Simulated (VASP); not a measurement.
# Al8N7 (a cell with a defect) in VASP: notebook

Al8N7 (a cell with a defect) is run at these levels: LDA; tasks: single point.

Everything below comes from runs of VASP 6.6.1. Logs are shortened: lines on timing, memory, paths and dates and some standing lists are left out, and cuts for length are marked.

### Step 1. The cell of the first run

The cell holds a defect, 15 atoms: a = 5.672 Å, b = 5.672 Å, c = 5.672 Å, α = 60.00°, β = 60.00°, γ = 60.00°.

### Step 2. Single point, LDA

INCAR reads:

```
PREC = Accurate
ENCUT = 520
EDIFF = 1E-6
ISMEAR = 0
SIGMA = 0.05
LREAL = Auto
LASPH = T
NELM = 100
ALGO = Normal
ISIF = 2
LWAVE = F
LCHARG = F
GGA = CA
NELECT = 56.0
NBANDS = 42
```

KPOINTS reads:

```
regular mesh
0
Gamma
  4 4 4
```

POSCAR reads:

```
Al8N7
1.0
   -4.0109247379      4.0109247379      0.0000000000
   -4.0109247379      0.0000000000      4.0109247379
    0.0000000000      4.0109247379      4.0109247379
Al N
8 7
Direct
    0.7500000000      0.7500000000      0.7500000000
    0.2500000000      0.7500000000      0.7500000000
    0.7500000000      0.2500000000      0.7500000000
    0.7500000000      0.7500000000      0.2500000000
    0.2500000000      0.2500000000      0.7500000000
    0.2500000000      0.7500000000      0.2500000000
    0.7500000000      0.2500000000      0.2500000000
    0.2500000000      0.2500000000      0.2500000000
    0.4061648830      0.9688351170      0.4688351170
    1.0000000000      0.5000000000      0.5000000000
    1.0000000000      1.0000000000      0.0000000000
    0.5000000000      0.5000000000      0.5000000000
    0.5000000000      1.0000000000      0.0000000000
    1.0000000000      0.5000000000      0.0000000000
    0.5000000000      0.5000000000      0.0000000000
```

Potentials or basis: VASP PAW LDA potentials, release 64 (Al, N).

On the command line:

```
$ cat potpaw_LDA.64/Al/POTCAR potpaw_LDA.64/N/POTCAR > POTCAR
$ mpirun -np 1 vasp_std > vasp.out
```

OUTCAR:

```text
PREC = Accurate
   ENCUT = 520
   EDIFF = 1E-6
   ISMEAR = 0
   LREAL = Auto
   LASPH = T
   NELM = 100
   ISIF = 2
   GGA = CA
   NELECT = 56.0

 ion  position               nearest neighbor table
   1  0.750  0.750  0.750-  10 2.01  13 2.01  14 2.01  15 2.01   9 2.57   4 2.84   2 2.84   3 2.84
                             4 2.84   6 2.84   7 2.84   3 2.84   5 2.84   7 2.84   2 2.84   5 2.84
   2  0.250  0.750  0.750-   9 1.61  11 2.01  12 2.01  14 2.01  15 2.01   6 2.84   1 2.84   5 2.84
                             4 2.84   6 2.84   8 2.84   3 2.84   5 2.84   8 2.84   1 2.84   3 2.84
   3  0.750  0.250  0.750-  10 2.01  11 2.01  12 2.01  13 2.01  15 2.01   7 2.84   1 2.84   5 2.84
                             4 2.84   7 2.84   8 2.84   1 2.84   2 2.84   4 2.84   2 2.84   5 2.84
   4  0.750  0.750  0.250-   9 1.89  10 2.01  11 2.01  12 2.01  13 2.01  14 2.01   1 2.84   6 2.84
                             7 2.84   1 2.84   2 2.84   3 2.84   3 2.84   7 2.84   8 2.84   2 2.84
   5  0.250  0.250  0.750-  10 2.01  11 2.01  12 2.01  13 2.01  14 2.01   9 2.36   2 2.84   3 2.84
                             8 2.84   6 2.84   7 2.84   8 2.84   1 2.84   2 2.84   6 2.84   1 2.84
   6  0.250  0.750  0.250-  10 2.01  11 2.01  12 2.01  13 2.01  15 2.01   8 2.84   2 2.84   4 2.84
                             1 2.84   2 2.84   5 2.84   5 2.84   7 2.84   8 2.84   1 2.84   4 2.84
   7  0.750  0.250  0.250-  11 2.01  12 2.01  14 2.01  15 2.01   9 2.57   8 2.84   3 2.84   4 2.84
                             1 2.84   3 2.84   5 2.84   1 2.84   4 2.84   6 2.84   5 2.84   6 2.84
   8  0.250  0.250  0.250-   9 1.61  10 2.01  13 2.01  14 2.01  15 2.01   7 2.84   5 2.84   6 2.84
                             2 2.84   3 2.84   5 2.84   2 2.84   4 2.84   6 2.84   3 2.84   4 2.84
   9  0.406  0.969  0.469-   2 1.61   8 1.61   4 1.89   5 2.36   7 2.57   1 2.57
  10  0.000  0.500  0.500-   1 2.01   3 2.01   4 2.01   5 2.01   6 2.01   8 2.01
  11  0.000  0.000  0.000-   2 2.01   3 2.01   4 2.01   5 2.01   6 2.01   7 2.01
  12  0.500  0.500  0.500-   2 2.01   3 2.01   4 2.01   5 2.01   6 2.01   7 2.01
  13  0.500  0.000  0.000-   1 2.01   3 2.01   4 2.01   5 2.01   6 2.01   8 2.01
  14  0.000  0.500  0.000-   1 2.01   2 2.01   4 2.01   5 2.01   7 2.01   8 2.01
  15  0.500  0.500  0.000-   1 2.01   2 2.01   3 2.01   6 2.01   7 2.01   8 2.01

  LATTYP: Found a face centered cubic cell.
 ALAT       =     8.0218494758

  Lattice vectors:

 A1 = (  -4.0109247379,   4.0109247379,   0.0000000000)
 A2 = (  -4.0109247379,   0.0000000000,   4.0109247379)
 A3 = (   0.0000000000,   4.0109247379,   4.0109247379)

Analysis of symmetry for initial positions (statically):
=====================================================================
 Subroutine PRICEL returns:
 Original cell was already a primitive cell.

 Routine SETGRP: Setting up the symmetry group for a
 face centered cubic supercell.

 Subroutine GETGRP returns: Found  2 space group operations
 (whereof  1 operations were pure point group operations)
 out of a pool of 48 trial point group operations.

The static configuration has the point symmetry C_1 .
 The point group associated with its full space group is C_1h.

Analysis of symmetry for dynamics (positions and initial velocities):
=====================================================================
 Subroutine PRICEL returns:
 Original cell was already a primitive cell.

 Routine SETGRP: Setting up the symmetry group for a
 face centered cubic supercell.

 Subroutine GETGRP returns: Found  2 space group operations
 (whereof  1 operations were pure point group operations)
 out of a pool of 48 trial point group operations.

The dynamic configuration has the point symmetry C_1 .
 The point group associated with its full space group is C_1h.

 Subroutine INISYM returns: Found  2 space group operations
 (whereof  1 operations are pure point group operations),
 and found     1 'primitive' translations

----------------------------------------------------------------------------------------

                                     Primitive cell

  volume of cell :     129.0516

  direct lattice vectors                    reciprocal lattice vectors
    -4.010924738  4.010924738  0.000000000    -0.124659532  0.124659532 -0.124659532
    -4.010924738  0.000000000  4.010924738    -0.124659532 -0.124659532  0.124659532
     0.000000000  4.010924738  4.010924738     0.124659532  0.124659532  0.124659532

  length of vectors
     5.672304162  5.672304162  5.672304162     0.215916643  0.215916643  0.215916643

[... 54 lines left out ...]
     0.000000000  0.000000000  0.000000000

 Subroutine IBZKPT returns following result:
 ===========================================

 Found     24 irreducible k-points:

 Following reciprocal coordinates:
            Coordinates               Weight
  0.000000  0.000000  0.000000      1.000000
  0.250000  0.000000  0.000000      2.000000
  0.000000  0.250000  0.000000      4.000000
  0.250000  0.250000  0.250000      2.000000
  0.500000  0.000000  0.000000      1.000000
  0.000000  0.500000  0.000000      2.000000
[... 16 lines left out ...]
 -0.250000  0.500000  0.250000      4.000000
  0.500000  0.250000 -0.250000      2.000000
   k-points           NKPTS =     24   k-points in BZ     NKDIM =     24   number of bands    NBANDS=     42
   number of dos      NEDOS =    301   number of ions     NIONS =     15
   total plane-waves  NPLWV =  74088
   dimension x,y,z NGX =    42 NGY =   42 NGZ =   42
   dimension x,y,z NGXF=    84 NGYF=   84 NGZF=   84
   ions per type =               8   7
   NGX,Y,Z   is equivalent  to a cutoff of  12.31, 12.31, 12.31 a.u.
   NGXF,Y,Z  is equivalent  to a cutoff of  24.62, 24.62, 24.62 a.u.
 SYSTEM =  unknown system
   PREC   = accura    normal or accurate (medium, high low for compatibility)
   ISTART =      0    job   : 0-new  1-cont  2-samecut
   ICHARG =      2    charge: 1-file 2-atom 10-const
   ISPIN  =      1    spin polarized calculation?
   LNONCOLLINEAR =      F non collinear calculations
   LSORBIT =      F    spin-orbit coupling
   LASPH  =      T    aspherical Exc in radial PAW
   ENCUT  =  520.0 eV  38.22 Ry    6.18 a.u.  10.55 10.55 10.55*2*pi/ulx,y,z
   NELM   =    100;   NELMIN=  2; NELMDL= -5     # of ELM steps
   EDIFF  = 0.1E-05   stopping-criterion for ELM
   LREAL  =      T    real-space projection
   EDIFFG = 0.1E-04   stopping-criterion for IOM
   NSW    =      0    number of steps for IOM
   IBRION =     -1    ionic relax: 0-MD 1-quasi-New 2-CG
   NFREE  =      0    steps in history (QN), initial steepest desc. (CG)
   ISIF   =      2    stress and relaxation
   ISYM   =      2    0-nonsym 1-usesym 2-fastsym
   POTIM  = 0.5000    time-step for ionic-motion
   TEBEG  =    0.0;   TEEND  =   0.0 temperature during run
   PSTRESS=    0.0 pullay stress
   NELECT =      56.0000    total number of electrons
   NUPDOWN=      -1.0000    fix difference up-down
   EMIN   =  10.00;   EMAX   =-10.00  energy-range for DOS
   EFERMI =   0.00;   METHOD = LEGACY
   ISMEAR =     0;   SIGMA  =   0.05  broadening in eV -4-tet -1-fermi 0-gaus
   EFERMI_NEDOS =   21; number of points for ismear=-14 and -15
   IALGO  =     38    algorithm
   IMIX   =      4    mixing-type and parameters
     AMIX     =   0.40;   BMIX     =  1.00
     AMIX_MAG =   1.60;   BMIX_MAG =  1.00
  volume/ion in A,a.u.               =       8.60        58.06
  Fermi-wavevector in a.u.,A,eV,Ry     =   1.239414  2.342152 20.900543  1.536147
  Thomas-Fermi vector in A             =   2.373898
   LORBIT       =      0    0 simple, 1 ext, 2 COOP (PROOUT), +10 PAW based schemes
   GGA     = CA    functional components
   LHFCALC =     F    Hartree Fock is set to
   AEXX    =    0.0000 exact exchange contribution
   IVDW    =     0    specifies the selected vdW correction
   LEPSILON=     F    determine dielectric tensor
   LRPA    =     F    only Hartree local field effects (RPA)
 non-spin polarized calculation
 Gauss-broadening in eV      SIGMA  =   0.05
  energy-cutoff  :      520.00
  volume of cell :      129.05
 maximum number of plane-waves:      3511
   NGX = 21   NGY = 21   NGZ = 21

 number of electron      55.9999992 magnetization

 Free energy of the ion-electron system (eV)
  ---------------------------------------------------
  ext. energy  EPLUGINS =         0.00000000
  ---------------------------------------------------
  free energy    TOTEN  =      -142.61376121 eV

  energy without entropy =     -142.60747380  energy(sigma->0) =     -142.61061751

 E-fermi :   9.1277     XC(G=0): -12.1427

 val. band max:        9.1254607368   @ k =   0.0000   0.5000   0.0000
 cond. band min:       9.1382675636   @ k =   0.0000   0.2500   0.2500
 fundamental gap:      0.0128068267
 Fermi energy:         9.1277254589

 k-point     1 :       0.0000    0.0000    0.0000
  band No.  band energies     occupation
      1      -7.6753      2.00000
      2      -4.9760      2.00000
      3      -4.6124      2.00000
      4      -4.4968      2.00000
      5      -3.7939      2.00000
      6      -3.6302      2.00000
[... 1021 lines left out ...]
     39      18.6138      0.00000
     40      18.8374      0.00000
 [bands above 40 left out]

------------------------ aborting loop because EDIFF is reached ----------------------------------------

  FORCE on cell =-STRESS in cart. coord.  units (eV):
  Direction    XX          YY          ZZ          XY          YZ          ZX
  --------------------------------------------------------------------------------------
  -------------------------------------------------------------------------------------
  Total      -25.3976051    -25.3976051    -30.5510819      7.1935326     -1.0369061      1.0369062
  in kB     -315.3115029   -315.3115029   -379.2919653     89.3077745    -12.8731986     12.8731997
  external PRESSURE =    -336.6383237 kB  Pullay stress =       0.0000000 kB

 VOLUME and BASIS-vectors are now :
 -----------------------------------------------------------------------------
  energy-cutoff  :      520.00
  volume of cell :      129.05
      direct lattice vectors                 reciprocal lattice vectors
    -4.010924738  4.010924738  0.000000000    -0.124659532  0.124659532 -0.124659532
    -4.010924738  0.000000000  4.010924738    -0.124659532 -0.124659532  0.124659532
     0.000000000  4.010924738  4.010924738     0.124659532  0.124659532  0.124659532

 POSITION                                       TOTAL-FORCE (eV/Angst)
 -----------------------------------------------------------------------------------
     -6.01639      6.01639      6.01639         3.066368      1.307441     -0.069662
     -4.01092      4.01092      6.01639         7.137970      4.840587      1.073143
     -4.01092      6.01639      4.01092         0.154829     -0.154829      2.882840
     -6.01639      4.01092      4.01092         0.238572     -0.238572     -1.435171
     -2.00546      4.01092      4.01092         0.275744     -0.275744      0.899704
     -4.01092      2.00546      4.01092        -0.080111      0.080111     -2.884489
     -4.01092      4.01092      2.00546        -1.307441     -3.066368     -0.069662
     -2.00546      2.00546      2.00546        -4.840587     -7.137970      1.073143
     -5.51502      3.50956      5.76639        -5.697823      5.697823      1.242286
     -2.00546      2.00546      4.01092        -0.133171     -0.337728      0.769150
      0.00000      0.00000      0.00000         0.337728      0.133171      0.769150
     -4.01092      4.01092      4.01092         1.395289      0.347015     -2.121424
     -2.00546      2.00546      0.00000        -0.347015     -1.395289     -2.121424
     -2.00546      0.00000      2.00546        -0.078082      0.078082      0.002874
     -4.01092      2.00546      2.00546        -0.122270      0.122270     -0.010458
 -----------------------------------------------------------------------------------
    total drift:                               -0.001797      0.001797      0.000093

  FREE ENERGIE OF THE ION-ELECTRON SYSTEM (eV)
  ---------------------------------------------------
  free  energy   TOTEN  =      -142.6137612146 eV

  energy  without entropy=     -142.6074738018  energy(sigma->0) =     -142.61061751
```

It took 4 min on 1 thread of Intel Xeon Platinum 8488C (Sapphire Rapids), shared host; peak memory 0.25 GiB.

Results:

```
Free energy   : -142.6138 eV
Largest force : 8.691 eV/Å
```

Forces on the atoms (eV/Å):
```
Al   3.066  1.307 -0.070
Al   7.138  4.841  1.073
Al   0.155 -0.155  2.883
Al   0.239 -0.239 -1.435
Al   0.276 -0.276  0.900
Al  -0.080  0.080 -2.884
Al  -1.307 -3.066 -0.070
Al  -4.841 -7.138  1.073
N   -5.698  5.698  1.242
N   -0.133 -0.338  0.769
N    0.338  0.133  0.769
N    1.395  0.347 -2.121
N   -0.347 -1.395 -2.121
N   -0.078  0.078  0.003
N   -0.122  0.122 -0.010
```

Caveat: the cell carries a net charge on a neutralising background, which shifts energy and pressure; the cell differs from its parent crystal (atoms taken out, atom 9 moved 0.250 of the way to it and -0.250 Å across, host rigid); the cell is charged against a uniform background, so pressure and absolute levels hang on convention.

(Part 1 of 2 ends here.)
